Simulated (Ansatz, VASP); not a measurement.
## One calculation of Cs, two programs

```
CELL_PARAMETERS angstrom
5.57633 0.00000 0.00000
-2.78817 4.82925 0.00000
0.00000 0.00000 9.02523
ATOMIC_POSITIONS crystal
Cs 0.33333 0.66667 0.25000
Cs 0.66667 0.33333 0.75000
```

Change from the starting cell: volume scaled by 1.04, PAW files.

Alike in both runs: task electric field gradients; functional PBE; k mesh 12 × 12 × 6; occupations fermi-dirac, width 0.05 eV; no spin polarisation.

|  | VASP | Ansatz |
| --- | --- | --- |
| version | VASP 6.6.1 | Ansatz 0.2.0 |
| potentials or method | VASP PAW PBE potentials, release 64 (Cs_sv) | PAW with Ansatz's default frozen-core files, scalar-relativistic |
| plane-wave cutoff (eV) | 520 | 420 |
| valence electrons in the cell | 18 | 18 |

|  | VASP | Ansatz | Ansatz less VASP |
| --- | --- | --- | --- |
| pressure (GPa) | -0.1 | -0.1 | +0.01 |
| size of Vzz on the site where it differs most (V/Å²) | 0.5 | 0.4 | -0.01 |

Neither program's run includes spin-orbit coupling.
